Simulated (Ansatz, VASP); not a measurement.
TiO2: VASP beside Ansatz

Contents of INCAR:

```
ALGO = Normal ; EDIFF = 1E-6
ENCUT = 520 ; GGA = PE
ISIF = 2 ; ISMEAR = -1
LASPH = T ; LCHARG = T
LELF = T ; LREAL = F
LVHAR = T ; LWAVE = F
NBANDS = 33 ; NELM = 60
PREC = Accurate ; SIGMA = 0.05
```

Contents of KPOINTS:

```
k-points
0
Gamma
  5 5 8
```

Contents of POSCAR:

```
TiO2
1.0
    4.5998373239      0.0919967465      0.0000000000
    0.0919967465      4.5998373239      0.0000000000
    0.0000000000      0.0000000000      2.9592135600
Ti O
2 4
Direct
    0.0000000000      0.0000000000      0.5000000000
    0.5000000000      0.5000000000      0.0000000000
    0.3043213200      0.3043213200      0.5000000000
    0.1956786800      0.8043213200      0.0000000000
    0.8043213200      0.1956786800      0.0000000000
    0.6956786800      0.6956786800      0.5000000000
```

Contents of input.yaml:

```yaml
crystal:
  lattice:
    - [4.5998373239, 0.0919967465, 0.0]
    - [0.0919967465, 4.5998373239, 0.0]
    - [0.0, 0.0, 2.95921356]
  atoms:
    - { symbol: Ti, position: [0.0, 0.0, 0.5] }
    - { symbol: Ti, position: [0.5, 0.5, 0.0] }
    - { symbol: O, position: [0.30432132, 0.30432132, 0.5] }
    - { symbol: O, position: [0.19567868, 0.80432132, 0.0] }
    - { symbol: O, position: [0.80432132, 0.19567868, 0.0] }
    - { symbol: O, position: [0.69567868, 0.69567868, 0.5] }
hamiltonian:
  xc: pbe
  pseudopotentials: { kind: paw }
kpoints:
  mp_grid: { grid: [5, 5, 8] }
  band_path:
    path:
      - [[0.0, 0.0, 0.0], [0.4807766244, -0.4807766244, 0.0], [0.0, -0.5, 0.0], [0.0, -0.5, -0.5], [0.4807766244, -0.4807766244, -0.5], [0.0, 0.0, -0.5], [0.0, 0.0, 0.0], [-0.5, -0.5, 0.0], [-0.4807766244, -0.5192233756, 0.0], [-0.4807766244, -0.5192233756, -0.5], [-0.5, -0.5, -0.5], [-0.5, -0.5, 0.0]]
      - [[0.0, 0.0, -0.5], [-0.5, -0.5, -0.5]]
    npoints: 14
scf:
  occupations: { method: fermi_dirac, width: 0.05 }
  n_extra_bands: 15
output:
  forces: true
  stress: true
  eigenvalues: true
  fatbands: false
  write_density: true
  write_potential: true
  elf: true
  volumetric_format: npy
```

Alike in both runs: functional PBE; k mesh 5 × 5 × 8; occupations fermi-dirac, width 0.05 eV; no spin polarisation.

|  | VASP | Ansatz |
| --- | --- | --- |
| version | VASP 6.6.1 | Ansatz 0.2.0 |
| potentials or method | VASP PAW PBE potentials, release 64 (Ti_sv, O) | Ansatz PAW |
| plane-wave cutoff (eV) | 520 | 420 |
| valence electrons in the cell | 48 | 48 |
| task | single point | band structure |

Ansatz gave:

```
gap on the k mesh at the Fermi level (eV)                     : 1.87
least direct gap on the mesh (eV)                             : 1.87
pressure (GPa)                                                : 4.7
traceless stress, the component that is largest in VASP (GPa) : -9.14
rms of the force components (eV/Å)                            : 0.041
```

Q: Which values does VASP return?

A: gap on the k mesh at the Fermi level (eV): 1.84; least direct gap on the mesh (eV): 1.84; pressure (GPa): 5.4; traceless stress, the component that is largest in VASP (GPa): -9.22; rms of the force components (eV/Å): 0.040.

Atom by atom the forces differ by 0.012 eV/Å (rms over components).
